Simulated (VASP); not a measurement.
# AlNi (Cm) in VASP: further runs

The runs below take AlNi through single point, with PBE.

All numbers are computed with VASP 6.6.1; they aren't measurements. Logs are shortened: lines on timing, memory, paths and dates and some standing lists are left out, and cuts for length are marked.

**1. The cell of the first run**

It takes space group Cm (No. 8, monoclinic). Conventional cell: a = 4.091 Å, b = 4.091 Å, c = 8.685 Å, α = 90.00°, β = 92.25°, γ = 90.00°. Within 3.3 Å of Al (site symmetry m) lie 8 Ni at 2.51 Å and 6 Al at 2.89 to 2.91 Å. Al (site symmetry m) has 8 Ni at 2.24 to 2.79 Å and 6 Al at 2.89 to 2.91 Å within 3.0 Å. Al (site symmetry m) has 8 Ni at 2.51 Å and 6 Al at 2.89 Å within 3.3 Å. Within 3.0 Å of Ni (site symmetry m) lie 8 Al at 2.24 to 2.79 Å and 6 Ni at 2.89 to 2.91 Å. Ni (site symmetry m) has 8 Al at 2.51 Å and 6 Ni at 2.89 to 2.91 Å within 3.3 Å. Within 3.3 Å of Ni (site symmetry m) lie 8 Al at 2.51 Å and 6 Ni at 2.89 Å.

**2. Single point, PBE**

INCAR reads:

```
  PREC = Accurate
  ENCUT = 520
  EDIFF = 1E-6
  ISMEAR = 0
  SIGMA = 0.15
  LREAL = False
  LASPH = True
  NELM = 60
  ALGO = Fast
  ISIF = 2
  LWAVE = False
  LCHARG = False
  GGA = PE
  NBANDS = 28
```

KPOINTS reads:

```
regular mesh
0
Gamma
  15 15 5
```

POSCAR reads:

```
AlNi
1.0
    0.0000000000     -2.8927237813      0.0000000000
    0.0000000000      0.0000000000     -2.8927237813
    8.6781713440     -0.2410603151     -0.2410603151
Al Ni
3 3
Direct
    0.9375000000     -0.0625000000      0.7500000000
    0.9930555556     -0.0069444444      0.0833333333
    0.9652777778     -0.0347222222      0.4166666667
    0.4236111111      0.4236111111      0.9166666667
    0.4791666667      0.4791666667      0.2500000000
    0.4513888889      0.4513888889      0.5833333333
```

Potentials or basis: VASP PAW PBE potentials, release 64 (Al, Ni).

On the command line:

```bash
cat potpaw_PBE.64/Al/POTCAR potpaw_PBE.64/Ni/POTCAR > POTCAR
mpirun -np 1 vasp_std > vasp.out
```

OUTCAR:

```text
PREC = Accurate
   ENCUT = 520
   EDIFF = 1E-6
   ISMEAR = 0
   LREAL = False
   LASPH = True
   NELM = 60
   ISIF = 2
   GGA = PE

 ion  position               nearest neighbor table
   1  0.938  0.938  0.750-   4 2.51   6 2.51   6 2.51   6 2.51   4 2.51   4 2.51   6 2.51   4 2.51
                             3 2.89   2 2.91
   2  0.993  0.993  0.083-   4 2.24   5 2.51   5 2.51   5 2.51   5 2.51   4 2.53   4 2.53   4 2.79
                             3 2.89   1 2.91
   3  0.965  0.965  0.417-   6 2.51   6 2.51   6 2.51   6 2.51   5 2.51   5 2.51   5 2.51   5 2.51
                             1 2.89   2 2.89
   4  0.424  0.424  0.917-   2 2.24   1 2.51   1 2.51   1 2.51   1 2.51   2 2.53   2 2.53   2 2.79
                             6 2.89   5 2.91
   5  0.479  0.479  0.250-   3 2.51   2 2.51   2 2.51   2 2.51   3 2.51   3 2.51   2 2.51   3 2.51
                             6 2.89   4 2.91
   6  0.451  0.451  0.583-   3 2.51   3 2.51   3 2.51   3 2.51   1 2.51   1 2.51   1 2.51   1 2.51
                             5 2.89   4 2.89

  LATTYP: Found a base centered monoclinic cell.
 ALAT       =     4.0909292037
 B/A-ratio  =     1.0000000000
 C/A-ratio  =     2.1229565338
 COS(beta)  =    -0.0392534336

  Lattice vectors:

 A1 = (   0.0000000000,   2.8927237813,   0.0000000000)
 A2 = (   0.0000000000,   0.0000000000,   2.8927237813)
 A3 = (   8.6781713440,  -0.2410603151,  -0.2410603151)

Analysis of symmetry for initial positions (statically):
=====================================================================
 Subroutine PRICEL returns:
 Original cell was already a primitive cell.

 Routine SETGRP: Setting up the symmetry group for a
 base centered monoclinic supercell.

 Subroutine GETGRP returns: Found  2 space group operations
 (whereof  2 operations were pure point group operations)
 out of a pool of  4 trial point group operations.

The static configuration has the point symmetry C_1h.

Analysis of symmetry for dynamics (positions and initial velocities):
=====================================================================
 Subroutine PRICEL returns:
 Original cell was already a primitive cell.

 Routine SETGRP: Setting up the symmetry group for a
 base centered monoclinic supercell.

 Subroutine GETGRP returns: Found  2 space group operations
 (whereof  2 operations were pure point group operations)
 out of a pool of  4 trial point group operations.

The dynamic configuration has the point symmetry C_1h.

 Subroutine INISYM returns: Found  2 space group operations
 (whereof  2 operations are pure point group operations),
 and found     1 'primitive' translations

----------------------------------------------------------------------------------------

                                     Primitive cell

  volume of cell :      72.6176

  direct lattice vectors                    reciprocal lattice vectors
     0.000000000 -2.892723781  0.000000000    -0.009602637 -0.345694949  0.000000000
     0.000000000  0.000000000 -2.892723781    -0.009602637  0.000000000 -0.345694949
     8.678171344 -0.241060315 -0.241060315     0.115231650  0.000000000  0.000000000

  length of vectors
     2.892723781  2.892723781  8.684864882     0.345828293  0.345828293  0.115231650

  position of ions in fractional coordinates (direct lattice)
     0.937500000  0.937500000  0.750000000
     0.993055556  0.993055556  0.083333333
     0.965277778  0.965277778  0.416666667
     0.423611111  0.423611111  0.916666667
     0.479166667  0.479166667  0.250000000
     0.451388889  0.451388889  0.583333333

  ion indices of the primitive-cell ions
   primitive index   ion index
                 1           1
                 2           2
                 3           3
                 4           4
                 5           5
                 6           6

----------------------------------------------------------------------------------------

 KPOINTS: regular mesh

Automatic generation of k-mesh.
 Grid dimensions read from file:
 generate k-points for:   15   15    5

 Generating k-lattice:

  Cartesian coordinates                     Fractional coordinates (reciprocal lattice)
    -0.000640176 -0.023046330  0.000000000     0.066666667  0.000000000  0.000000000
    -0.000640176  0.000000000 -0.023046330     0.000000000  0.066666667  0.000000000
     0.023046330  0.000000000  0.000000000     0.000000000  0.000000000  0.200000000

  Length of vectors
     0.023055220  0.023055220  0.023046330

  Shift w.r.t. Gamma in fractional coordinates (k-lattice)
     0.000000000  0.000000000  0.000000000

 Subroutine IBZKPT returns following result:
 ===========================================

 Found    304 irreducible k-points:

 Following reciprocal coordinates:
            Coordinates               Weight
  0.000000  0.000000  0.000000      1.000000
  0.066667  0.000000 -0.000000      4.000000
  0.133333  0.000000 -0.000000      4.000000
  0.200000  0.000000 -0.000000      4.000000
  0.266667  0.000000 -0.000000      4.000000
  0.333333  0.000000 -0.000000      4.000000
[... 16 lines left out ...]
  0.133333  0.133333 -0.000000      2.000000
  0.200000  0.133333 -0.000000      4.000000
 [... further k-points ...]
   k-points           NKPTS =    304   k-points in BZ     NKDIM =    304   number of bands    NBANDS=     28
   number of dos      NEDOS =    301   number of ions     NIONS =      6
   total plane-waves  NPLWV =  40320
   dimension x,y,z NGX =    24 NGY =   24 NGZ =   70
   dimension x,y,z NGXF=    48 NGYF=   48 NGZF=  140
   ions per type =               3   3
   NGX,Y,Z   is equivalent  to a cutoff of  13.79, 13.79, 13.40 a.u.
   NGXF,Y,Z  is equivalent  to a cutoff of  27.59, 27.59, 26.80 a.u.
 SYSTEM =  unknown system
   PREC   = accura    normal or accurate (medium, high low for compatibility)
   ISTART =      0    job   : 0-new  1-cont  2-samecut
   ICHARG =      2    charge: 1-file 2-atom 10-const
   ISPIN  =      1    spin polarized calculation?
   LNONCOLLINEAR =      F non collinear calculations
   LSORBIT =      F    spin-orbit coupling
   LASPH  =      T    aspherical Exc in radial PAW
   ENCUT  =  520.0 eV  38.22 Ry    6.18 a.u.   5.38  5.38 16.15*2*pi/ulx,y,z
   NELM   =     60;   NELMIN=  2; NELMDL= -5     # of ELM steps
   EDIFF  = 0.1E-05   stopping-criterion for ELM
   LREAL  =      F    real-space projection
   EDIFFG = 0.1E-04   stopping-criterion for IOM
   NSW    =      0    number of steps for IOM
   IBRION =     -1    ionic relax: 0-MD 1-quasi-New 2-CG
   NFREE  =      0    steps in history (QN), initial steepest desc. (CG)
   ISIF   =      2    stress and relaxation
   ISYM   =      2    0-nonsym 1-usesym 2-fastsym
   POTIM  = 0.5000    time-step for ionic-motion
   TEBEG  =    0.0;   TEEND  =   0.0 temperature during run
   PSTRESS=    0.0 pullay stress
   NELECT =      39.0000    total number of electrons
   NUPDOWN=      -1.0000    fix difference up-down
   EMIN   =  10.00;   EMAX   =-10.00  energy-range for DOS
   EFERMI =   0.00;   METHOD = LEGACY
   ISMEAR =     0;   SIGMA  =   0.15  broadening in eV -4-tet -1-fermi 0-gaus
   EFERMI_NEDOS =   21; number of points for ismear=-14 and -15
   IALGO  =     68    algorithm
   IMIX   =      4    mixing-type and parameters
     AMIX     =   0.40;   BMIX     =  1.00
     AMIX_MAG =   1.60;   BMIX_MAG =  1.00
  volume/ion in A,a.u.               =      12.10        81.67
  Fermi-wavevector in a.u.,A,eV,Ry     =   1.330707  2.514671 24.092926  1.770780
  Thomas-Fermi vector in A             =   2.459773
   LORBIT       =      0    0 simple, 1 ext, 2 COOP (PROOUT), +10 PAW based schemes
   GGA     = PE    functional components
   LHFCALC =     F    Hartree Fock is set to
   AEXX    =    0.0000 exact exchange contribution
   IVDW    =     0    specifies the selected vdW correction
   LEPSILON=     F    determine dielectric tensor
   LRPA    =     F    only Hartree local field effects (RPA)
 non-spin polarized calculation
 RMM-DIIS sequential band-by-band and
 Gauss-broadening in eV      SIGMA  =   0.15
  energy-cutoff  :      520.00
  volume of cell :       72.62
 maximum number of plane-waves:      1983
 NGX is ok and might be reduce to    24
   NGX = 11   NGY = 11   NGZ = 33

 number of electron      39.0000000 magnetization

 Free energy of the ion-electron system (eV)
  ---------------------------------------------------
  ext. energy  EPLUGINS =         0.00000000
  ---------------------------------------------------
  free energy    TOTEN  =       -31.41899953 eV

  energy without entropy =      -31.38888280  energy(sigma->0) =      -31.40394116

 E-fermi :   9.8657     XC(G=0): -11.9854

 val. band max:        9.8650071728   @ k =  -0.0667  -0.3333   0.4000
 cond. band min:       9.8752783992   @ k =  -0.1333  -0.3333   0.2000
 fundamental gap:      0.0102712264
 Fermi energy:         9.8657482791

 k-point     1 :       0.0000    0.0000    0.0000
  band No.  band energies     occupation
      1      -1.1808      2.00000
      2       0.7888      2.00000
      3       0.8050      2.00000
      4       5.5272      2.00000
      5       5.5438      2.00000
      6       6.6828      2.00000
[... 20 lines left out ...]
     27      17.7656      0.00000
     28      18.0638      0.00000

 k-point     2 :       0.0667    0.0000   -0.0000
  band No.  band energies     occupation
      1      -1.0996      2.00000
      2       0.8487      2.00000
      3       0.8961      2.00000
      4       5.5544      2.00000
      5       5.6026      2.00000
      6       6.6776      2.00000
[... 20 lines left out ...]
     27      17.8247      0.00000
     28      18.0890      0.00000

 k-point     3 :       0.1333    0.0000   -0.0000
  band No.  band energies     occupation
      1      -0.8569      2.00000
      2       1.0521      2.00000
      3       1.1419      2.00000
      4       5.6582      2.00000
      5       5.7443      2.00000
      6       6.6418      2.00000
[... 616 lines left out ...]
      3       1.4799      2.00000
      4       5.7797      2.00000
      5       5.9374      2.00000
      6       6.6958      2.00000
[... 20 lines left out ...]
     27      16.2401      0.00000
     28      19.0186      0.00000

 k-point    24 :       0.2000    0.1333   -0.0000
  band No.  band energies     occupation
      1      -0.1383      2.00000
      2       1.6486      2.00000
      3       1.8609      2.00000
      4       5.9438      2.00000
      5       6.1148      2.00000
      6       6.6147      2.00000
[... 20 lines left out ...]
     27      16.6256      0.00000
     28      18.5318      0.00000

 [... further k-points ...]
[... 5 lines left out ...]
  --------------------------------------------------------------------------------------
  -------------------------------------------------------------------------------------
  Total        0.9058592      0.5060762      0.5060762      1.6115865      0.6208199      1.6115865
  in kB       19.9861499     11.1656575     11.1656575     35.5567485     13.6972723     35.5567485
  external PRESSURE =      14.1058216 kB  Pullay stress =       0.0000000 kB

 VOLUME and BASIS-vectors are now :
 -----------------------------------------------------------------------------
  energy-cutoff  :      520.00
  volume of cell :       72.62
      direct lattice vectors                 reciprocal lattice vectors
     0.000000000 -2.892723781  0.000000000    -0.009602637 -0.345694949  0.000000000
     0.000000000  0.000000000 -2.892723781    -0.009602637  0.000000000 -0.345694949
     8.678171344 -0.241060315 -0.241060315     0.115231650  0.000000000  0.000000000

 POSITION                                       TOTAL-FORCE (eV/Angst)
 -----------------------------------------------------------------------------------
      6.50863     -2.89272     -2.89272         0.023335     -0.077352     -0.077352
      0.72318     -2.89272     -2.89272         0.566185      0.868212      0.868212
      3.61590     -2.89272     -2.89272        -0.009547      0.017586      0.017586
      7.95499     -1.44636     -1.44636        -0.601046     -0.823888     -0.823888
      2.16954     -1.44636     -1.44636         0.024201      0.033228      0.033228
      5.06227     -1.44636     -1.44636        -0.003128     -0.017786     -0.017786
 -----------------------------------------------------------------------------------
    total drift:                               -0.000058     -0.000066     -0.000066

  FREE ENERGIE OF THE ION-ELECTRON SYSTEM (eV)
  ---------------------------------------------------
  free  energy   TOTEN  =       -31.4189995273 eV

  energy  without entropy=      -31.3888828001  energy(sigma->0) =      -31.40394116
```

It took 12 min on 1 thread of Oxide Virtual Turin-like, shared host; peak memory 0.54 GiB.

Results:

```
Free energy   : -31.4190 eV
Pressure      : 1.4 GPa
Largest force : 1.352 eV/Å
```

Forces on the atoms (eV/Å):
```
Al   0.023 -0.077 -0.077
Al   0.566  0.868  0.868
Al  -0.010  0.018  0.018
Ni  -0.601 -0.824 -0.824
Ni   0.024  0.033  0.033
Ni  -0.003 -0.018 -0.018
```

Stress tensor (GPa, compression positive):
```
2.00 3.56 3.56
3.56 1.12 1.37
3.56 1.37 1.12
```

Levels at points of the mesh, in eV from the Fermi level:
| k point | band 16 | band 17 | band 18 | band 19 | band 20 | band 21 | band 22 | band 23 |
| --- | --- | --- | --- | --- | --- | --- | --- | --- |
| (0.00, 0.00, 0.00) | -1.51 | -1.46 | -1.44 | -0.20 | -0.15 | 5.34 | 5.49 | 5.60 |

Caveat: forces of over 1 eV/Å act on the atoms, so gaps and moduli don't describe the material at rest.

[end of part 1 of 2]
